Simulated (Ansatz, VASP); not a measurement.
TaN: VASP beside Ansatz

```
CELL_PARAMETERS angstrom
5.28669 0.00000 0.00000
-2.64335 4.57841 0.00000
0.00000 0.00000 2.96503
ATOMIC_POSITIONS crystal
Ta 0.00000 0.00000 0.00000
Ta 0.33333 0.66667 0.50000
Ta 0.66667 0.33333 0.50000
N 0.50000 0.00000 0.00000
N 0.50000 0.50000 0.00000
N 0.00000 0.50000 0.00000
```

Change from the starting cell: volume scaled by 1.06.

Alike in both runs: task single point; functional LDA; k mesh 5 × 5 × 8; occupations fermi-dirac, width 0.03 eV; no spin polarisation.

```csv
,VASP,Ansatz
version,VASP 6.6.1,Ansatz 0.2.0
potentials or method,"VASP PAW LDA potentials, release 64 (Ta_pv, N), cutoff 520 eV","all-electron LAPW, scalar-relativistic"
```

```tsv
	VASP	Ansatz	Ansatz less VASP
pressure (GPa)	-19.7	-20.9	-1.24
traceless stress, the component that is largest in VASP (GPa)	-5.34	-5.67	-0.327
```

LDA's correlation is that of Perdew and Zunger in VASP and of Perdew and Wang (1992) in Ansatz. Ansatz ran all-electron here, and VASP with PAW potentials.

Neither program's run includes spin-orbit coupling.
